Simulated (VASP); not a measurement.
# WC (P-6m2) in VASP: a series of runs

WC is run at these levels: PBE; tasks: single point, relaxation of cell and atoms.

All numbers are computed with VASP 6.6.1; they aren't measurements. Logs are shortened: lines on timing, memory, paths and dates and some standing lists are left out, and cuts for length are marked.

### 1 The cell of the first run

The structure is hexagonal, space group P-6m2 (No. 187). The conventional cell has a = 2.922 Å, b = 2.922 Å, c = 2.847 Å, α = 90.00°, β = 90.00°, γ = 120.00°. Within 2.9 Å of W (site symmetry -6m2) lie 6 C at 2.21 Å and 2 W at 2.85 Å. C (site symmetry -6m2) has 6 W at 2.21 Å and 2 C at 2.85 Å within 2.9 Å.

### 2 Single point, PBE

Contents of INCAR:

```
SYSTEM = WC
PREC = Accurate
ENCUT = 520
EDIFF = 1E-7
ISMEAR = -1
SIGMA = 0.1
LREAL = .FALSE.
LASPH = .TRUE.
NELM = 100
ALGO = Normal
ISIF = 2
LWAVE = .FALSE.
LCHARG = .FALSE.
GGA = PE
NBANDS = 16
```

Contents of KPOINTS:

```
Automatic mesh
0
G
  12 12 11
  0 0 0
```

Contents of POSCAR:

```
WC
1.0
    2.9222371611      0.0000002928      0.0000000000
   -1.4611188341      2.5307314710      0.0000000000
    0.0000000000      0.0000000000      2.8466431432
W C
1 1
Direct
    0.0000000000      0.0000000000      0.0000000000
    0.6666666667      0.3333333333      0.5000000000
```

Potentials or basis: VASP PAW PBE potentials, release 64 (W_sv, C).

The run is started by

```sh
$ cat potpaw_PBE.64/W_sv/POTCAR potpaw_PBE.64/C/POTCAR > POTCAR
$ mpirun -np 1 vasp_std > vasp.out
```

OUTCAR:

```text
SYSTEM = WC
   PREC = Accurate
   ENCUT = 520
   EDIFF = 1E-7
   ISMEAR = -1
   LREAL = .FALSE.
   LASPH = .TRUE.
   NELM = 100
   ISIF = 2
   GGA = PE

 ion  position               nearest neighbor table
   1  0.000  0.000  0.000-   2 2.21   2 2.21   2 2.21   2 2.21   2 2.21   2 2.21
   2  0.667  0.333  0.500-   1 2.21   1 2.21   1 2.21   1 2.21   1 2.21   1 2.21

  LATTYP: Found a hexagonal cell.
 ALAT       =     2.9222371611
 C/A-ratio  =     0.9741314569

  Lattice vectors:

 A1 = (   2.9222371611,   0.0000002928,   0.0000000000)
 A2 = (  -1.4611188341,   2.5307314710,   0.0000000000)
 A3 = (   0.0000000000,   0.0000000000,   2.8466431432)

Analysis of symmetry for initial positions (statically):
=====================================================================
 Subroutine PRICEL returns:
 Original cell was already a primitive cell.

 Routine SETGRP: Setting up the symmetry group for a
 hexagonal supercell.

 Subroutine GETGRP returns: Found 12 space group operations
 (whereof 12 operations were pure point group operations)
 out of a pool of 24 trial point group operations.

The static configuration has the point symmetry D_3h.

Analysis of symmetry for dynamics (positions and initial velocities):
=====================================================================
 Subroutine PRICEL returns:
 Original cell was already a primitive cell.

 Routine SETGRP: Setting up the symmetry group for a
 hexagonal supercell.

 Subroutine GETGRP returns: Found 12 space group operations
 (whereof 12 operations were pure point group operations)
 out of a pool of 24 trial point group operations.

The dynamic configuration has the point symmetry D_3h.

 Subroutine INISYM returns: Found 12 space group operations
 (whereof 12 operations are pure point group operations),
 and found     1 'primitive' translations

----------------------------------------------------------------------------------------

                                     Primitive cell

  volume of cell :      21.0521

  direct lattice vectors                    reciprocal lattice vectors
     2.922237161  0.000000293  0.000000000     0.342203554  0.197571360  0.000000000
    -1.461118834  2.530731471  0.000000000    -0.000000040  0.395142651  0.000000000
     0.000000000  0.000000000  2.846643143     0.000000000  0.000000000  0.351290959

  length of vectors
     2.922237161  2.922237161  2.846643143     0.395142651  0.395142651  0.351290959

  position of ions in fractional coordinates (direct lattice)
     0.000000000  0.000000000  0.000000000
     0.666666667  0.333333333  0.500000000

  ion indices of the primitive-cell ions
   primitive index   ion index
                 1           1
                 2           2

----------------------------------------------------------------------------------------

 KPOINTS: Automatic mesh

Automatic generation of k-mesh.
 Grid dimensions read from file:
 generate k-points for:   12   12   11

 Generating k-lattice:

  Cartesian coordinates                     Fractional coordinates (reciprocal lattice)
     0.028516963  0.016464280  0.000000000     0.083333333  0.000000000  0.000000000
    -0.000000003  0.032928554  0.000000000     0.000000000  0.083333333  0.000000000
     0.000000000  0.000000000  0.031935542     0.000000000  0.000000000  0.090909091

  Length of vectors
     0.032928554  0.032928554  0.031935542

  Shift w.r.t. Gamma in fractional coordinates (k-lattice)
     0.000000000  0.000000000  0.000000000

 Subroutine IBZKPT returns following result:
 ===========================================

 Found    114 irreducible k-points:

 Following reciprocal coordinates:
            Coordinates               Weight
  0.000000  0.000000  0.000000      1.000000
  0.083333  0.000000  0.000000      6.000000
  0.166667  0.000000  0.000000      6.000000
  0.250000  0.000000  0.000000      6.000000
  0.333333  0.000000  0.000000      6.000000
  0.416667 -0.000000  0.000000      6.000000
[... 16 lines left out ...]
  0.250000  0.000000  0.090909     12.000000
  0.333333  0.000000  0.090909     12.000000
 [... further k-points ...]
   k-points           NKPTS =    114   k-points in BZ     NKDIM =    114   number of bands    NBANDS=     16
   number of dos      NEDOS =    301   number of ions     NIONS =      2
   total plane-waves  NPLWV =  13824
   dimension x,y,z NGX =    24 NGY =   24 NGZ =   24
   dimension x,y,z NGXF=    48 NGYF=   48 NGZF=   48
   ions per type =               1   1
   NGX,Y,Z   is equivalent  to a cutoff of  13.65, 13.65, 14.02 a.u.
   NGXF,Y,Z  is equivalent  to a cutoff of  27.31, 27.31, 28.03 a.u.
 SYSTEM =  WC
   PREC   = accura    normal or accurate (medium, high low for compatibility)
   ISTART =      0    job   : 0-new  1-cont  2-samecut
   ICHARG =      2    charge: 1-file 2-atom 10-const
   ISPIN  =      1    spin polarized calculation?
   LNONCOLLINEAR =      F non collinear calculations
   LSORBIT =      F    spin-orbit coupling
   LASPH  =      T    aspherical Exc in radial PAW
   ENCUT  =  520.0 eV  38.22 Ry    6.18 a.u.   5.43  5.43  5.29*2*pi/ulx,y,z
   NELM   =    100;   NELMIN=  2; NELMDL= -5     # of ELM steps
   EDIFF  = 0.1E-06   stopping-criterion for ELM
   LREAL  =      F    real-space projection
   EDIFFG = 0.1E-05   stopping-criterion for IOM
   NSW    =      0    number of steps for IOM
   IBRION =     -1    ionic relax: 0-MD 1-quasi-New 2-CG
   NFREE  =      0    steps in history (QN), initial steepest desc. (CG)
   ISIF   =      2    stress and relaxation
   ISYM   =      2    0-nonsym 1-usesym 2-fastsym
   POTIM  = 0.5000    time-step for ionic-motion
   TEBEG  =    0.0;   TEEND  =   0.0 temperature during run
   PSTRESS=    0.0 pullay stress
   NELECT =      18.0000    total number of electrons
   NUPDOWN=      -1.0000    fix difference up-down
   EMIN   =  10.00;   EMAX   =-10.00  energy-range for DOS
   EFERMI =   0.00;   METHOD = LEGACY
   ISMEAR =    -1;   SIGMA  =   0.10  broadening in eV -4-tet -1-fermi 0-gaus
   EFERMI_NEDOS =   21; number of points for ismear=-14 and -15
   IALGO  =     38    algorithm
   IMIX   =      4    mixing-type and parameters
     AMIX     =   0.40;   BMIX     =  1.00
     AMIX_MAG =   1.60;   BMIX_MAG =  1.00
  volume/ion in A,a.u.               =      10.53        71.03
  Fermi-wavevector in a.u.,A,eV,Ry     =   1.553820  2.936295 32.849331  2.414358
  Thomas-Fermi vector in A             =   2.657996
   LORBIT       =      0    0 simple, 1 ext, 2 COOP (PROOUT), +10 PAW based schemes
   GGA     = PE    functional components
   LHFCALC =     F    Hartree Fock is set to
   AEXX    =    0.0000 exact exchange contribution
   IVDW    =     0    specifies the selected vdW correction
   LEPSILON=     F    determine dielectric tensor
   LRPA    =     F    only Hartree local field effects (RPA)
 non-spin polarized calculation
  energy-cutoff  :      520.00
  volume of cell :       21.05
 maximum number of plane-waves:       587
 NGX is ok and might be reduce to    24
   NGX = 11   NGY = 11   NGZ = 11

 number of electron      18.0000000 magnetization

 Free energy of the ion-electron system (eV)
  ---------------------------------------------------
  ext. energy  EPLUGINS =         0.00000000
  ---------------------------------------------------
  free energy    TOTEN  =       -22.45507667 eV

  energy without entropy =      -22.44683433  energy(sigma->0) =      -22.45095550

 E-fermi :  10.8894     XC(G=0): -13.7199

 val. band max:       10.8052970704   @ k =   0.5000   0.0000   0.3636
 cond. band min:      10.9544704403   @ k =   0.0000   0.0000   0.0909
 fundamental gap:      0.1491733699
 Fermi energy:        10.8893959514

 k-point     1 :       0.0000    0.0000    0.0000
  band No.  band energies     occupation
      1     -63.1588      2.00000
      2     -27.1361      2.00000
      3     -27.0447      2.00000
      4     -27.0447      2.00000
      5      -3.4669      2.00000
      6       6.6458      2.00000
[... 8 lines left out ...]
     15      25.0900      0.00000
     16      27.4673      0.00000

 k-point     2 :       0.0833    0.0000    0.0000
  band No.  band energies     occupation
      1     -63.1552      2.00000
      2     -27.1292      2.00000
      3     -27.0989      2.00000
      4     -27.0570      2.00000
      5      -3.2885      2.00000
      6       6.6862      2.00000
[... 8 lines left out ...]
     15      24.7518      0.00000
     16      27.8432      0.00000

 k-point     3 :       0.1667    0.0000    0.0000
  band No.  band energies     occupation
      1     -63.1453      2.00000
      2     -27.2446      2.00000
      3     -27.1102      2.00000
      4     -27.0904      2.00000
      5      -2.7841      2.00000
      6       6.2584      2.00000
[... 8 lines left out ...]
     15      24.4513      0.00000
     16      28.8764      0.00000

 k-point     4 :       0.2500    0.0000    0.0000
  band No.  band energies     occupation
      1     -63.1319      2.00000
      2     -27.4389      2.00000
      3     -27.1357      2.00000
      4     -27.0842      2.00000
      5      -2.0411      2.00000
      6       5.4284      2.00000
[... 8 lines left out ...]
     15      24.8069      0.00000
     16      29.0324      0.00000
[... 324 lines left out ...]
 k-point    22 :       0.1667    0.0000    0.0909
  band No.  band energies     occupation
      1     -63.1423      2.00000
      2     -27.2395      2.00000
      3     -27.1674      2.00000
      4     -27.0851      2.00000
      5      -2.6070      2.00000
      6       6.3431      2.00000
[... 8 lines left out ...]
     15      24.3311      0.00000
     16      28.7610      0.00000

 k-point    23 :       0.2500    0.0000    0.0909
  band No.  band energies     occupation
      1     -63.1289      2.00000
      2     -27.4322      2.00000
      3     -27.1408      2.00000
      4     -27.1302      2.00000
      5      -1.8924      2.00000
      6       5.4995      2.00000
[... 8 lines left out ...]
     15      24.4658      0.00000
     16      28.4654      0.00000

 k-point    24 :       0.3333    0.0000    0.0909
  band No.  band energies     occupation
      1     -63.1153      2.00000
      2     -27.6202      2.00000
      3     -27.1748      2.00000
      4     -27.1135      2.00000
      5      -1.0911      2.00000
      6       4.6937      2.00000
[... 8 lines left out ...]
     15      25.0857      0.00000
     16      27.4159      0.00000

 [... further k-points ...]
[... 5 lines left out ...]
  --------------------------------------------------------------------------------------
  -------------------------------------------------------------------------------------
  Total        0.1260011      0.1260011      0.1650571      0.0000000      0.0000000      0.0000000
  in kB        9.5893789      9.5893789     12.5617523      0.0000000      0.0000000      0.0000000
  external PRESSURE =      10.5801700 kB  Pullay stress =       0.0000000 kB

 VOLUME and BASIS-vectors are now :
 -----------------------------------------------------------------------------
  energy-cutoff  :      520.00
  volume of cell :       21.05
      direct lattice vectors                 reciprocal lattice vectors
     2.922237161  0.000000293  0.000000000     0.342203554  0.197571360  0.000000000
    -1.461118834  2.530731471  0.000000000    -0.000000040  0.395142651  0.000000000
     0.000000000  0.000000000  2.846643143     0.000000000  0.000000000  0.351290959

 POSITION                                       TOTAL-FORCE (eV/Angst)
 -----------------------------------------------------------------------------------
      0.00000      0.00000      0.00000         0.000000     -0.000000      0.000000
      1.46112      0.84358      1.42332        -0.000000      0.000000      0.000000
 -----------------------------------------------------------------------------------
    total drift:                                0.000000     -0.000000      0.000000

  FREE ENERGIE OF THE ION-ELECTRON SYSTEM (eV)
  ---------------------------------------------------
  free  energy   TOTEN  =       -22.4550766690 eV

  energy  without entropy=      -22.4468343324  energy(sigma->0) =      -22.45095550
```

Run time: 19 s. Hardware: 1 thread of Intel Xeon 6975P-C, shared host; peak memory 0.17 GiB.

What came out:

* Free energy: -22.4551 eV
* Pressure: 1.1 GPa
* Band gap on the k mesh: zero (band 9 reaches 11.51 eV, above the bottom of band 10 at 10.34 eV)

Levels at points of the mesh, in eV from the Fermi level:
| k point | band 7 | band 8 | band 9 | band 10 | band 11 | band 12 |
| --- | --- | --- | --- | --- | --- | --- |
| (0.00, 0.00, 0.00) | -3.30 | -3.30 | 0.09 | 3.16 | 3.16 | 5.54 |
| (0.50, 0.00, 0.00) | -3.55 | -3.52 | -0.49 | 2.29 | 4.42 | 4.76 |

Caveat: spin-orbit coupling is left out, which moves the levels of the heavy elements.

### 3 Relaxation of cell and atoms, PBE

This run uses another cell than the first one, of 10.11 Å³/atom, 0.961 times its volume.

Contents of INCAR:

```
PREC     = Accurate       # precision mode
ENCUT    = 600            # plane-wave cutoff, eV
EDIFF    = 1E-7           # SCF threshold, eV
ISMEAR   = -1             # smearing method
SIGMA    = 0.1            # smearing width, eV
LREAL    = False          # projectors in reciprocal space
LASPH    = True           # aspherical terms in the spheres
NELM     = 100            # most SCF steps
ALGO     = Normal         # electronic algorithm
ISIF     = 3              # what is computed and relaxed
LWAVE    = False          # write WAVECAR
LCHARG   = False          # write CHGCAR
GGA      = PE             # functional
IBRION   = 2              # ionic algorithm
NSW      = 80             # ionic steps
EDIFFG   = -0.03          # ionic threshold
```

Contents of KPOINTS:

```
regular mesh
0
Gamma
  12 12 11
```

Contents of POSCAR:

```
WC
1.0
    2.8814810000      0.0000000000      0.0000000000
   -1.4407410000      2.4954380000      0.0000000000
    0.0000000000      0.0000000000      2.8132960000
W C
1 1
Direct
    0.0000000000      0.0000000000      0.0000000000
    0.6666700000      0.3333300000      0.5000000000
```

Potentials or basis: VASP PAW PBE potentials, release 64 (W_sv, C).

The run is started by

```sh
$ cat potpaw_PBE.64/W_sv/POTCAR potpaw_PBE.64/C/POTCAR > POTCAR
$ mpirun -np 1 vasp_std > vasp.out
```

It took 2.8 min on 1 thread of Intel Xeon 6975P-C, shared host; peak memory 0.24 GiB.

It converged, with:

| Quantity | Value |
| --- | --- |
| Free energy | -22.4553 eV |
| Relaxed volume | 10.55 Å³/atom |
| Relaxed cell | a = 2.924 Å, b = 2.924 Å, c = 2.849 Å, α = 90.00°, β = 90.00°, γ = 120.00° |
| Space group after relaxing (to 0.05 Å) | P-6m2 (No. 187) |
| Energy gained by relaxing | 23.5 meV/atom |
| Ionic steps | 7 |
| Pressure after relaxing | 0.3 GPa |
| Band gap on the k mesh | zero (band 9 reaches 11.48 eV, above the bottom of band 10 at 10.31 eV) |

The path:
```csv
step,energy change (eV),largest force (eV/Å),pressure (GPa),volume (Å³)
1,0.0000,0.0003,17.87,20.23
2,0.2737,0.0001,-35.17,23.72
3,-0.0466,0.0001,-0.72,21.14
4,-0.0467,0.0001,-0.02,21.10
5,-0.0466,0.0001,0.31,21.08
6,-0.0467,0.0000,0.26,21.10
7,-0.0469,0.0000,0.28,21.09
```

Final structure:
```
CELL_PARAMETERS angstrom
2.92384 0.00000 0.00000
-1.46192 2.53212 0.00000
0.00000 0.00000 2.84868
ATOMIC_POSITIONS crystal
W 0.00000 0.00000 0.00000
C 0.66667 0.33333 0.50000
```

Levels at points of the mesh, in eV from the Fermi level:
```
           k point  band 7  band 8  band 9  band 10  band 11  band 12
(0.00, 0.00, 0.00)   -3.29   -3.29    0.09     3.15     3.15     5.53
(0.50, 0.00, 0.00)   -3.54   -3.51   -0.49     2.29     4.41     4.75
(0.50, 0.50, 0.00)   -3.54   -3.51   -0.49     2.29     4.41     4.75
```

Caveat: spin-orbit coupling is left out, which moves the levels of the heavy elements. Zero-point motion and thermal expansion aren't in these numbers.

[end of part 1 of 2]
